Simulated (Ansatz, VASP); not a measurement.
**C: VASP beside Ansatz**

```
CELL_PARAMETERS angstrom
1.23255 0.71162 3.32474
-1.23255 0.71162 3.32474
0.00000 -1.42323 3.32474
ATOMIC_POSITIONS crystal
C 0.16655 0.16655 0.16655
C 0.83345 0.83345 0.83345
```

Alike in both runs: functional PBE; dispersion D3(BJ); k mesh 9 × 9 × 9; occupations gaussian, width 0.1 eV; no spin polarisation.

Ansatz relaxed the structure, and its values are those at the end. VASP's run is a single point on that final structure, the one shown.

```csv
,VASP,Ansatz
version,VASP 6.6.1,Ansatz 0.2.0
potentials or method,"VASP PAW PBE potentials, release 64 (C), cutoff 600 eV","scalar-relativistic, plane waves, PAW"
valence electrons in the cell,8,8
```

|  | VASP | Ansatz | Ansatz less VASP |
| --- | --- | --- | --- |
| gap on the k mesh at the Fermi level (eV) | 0.69 | 0.69 | 0.000 |
| least direct gap on the mesh (eV) | 0.69 | 0.69 | 0.000 |
| pressure (GPa) | 0.1 | 0.1 | +0.01 |
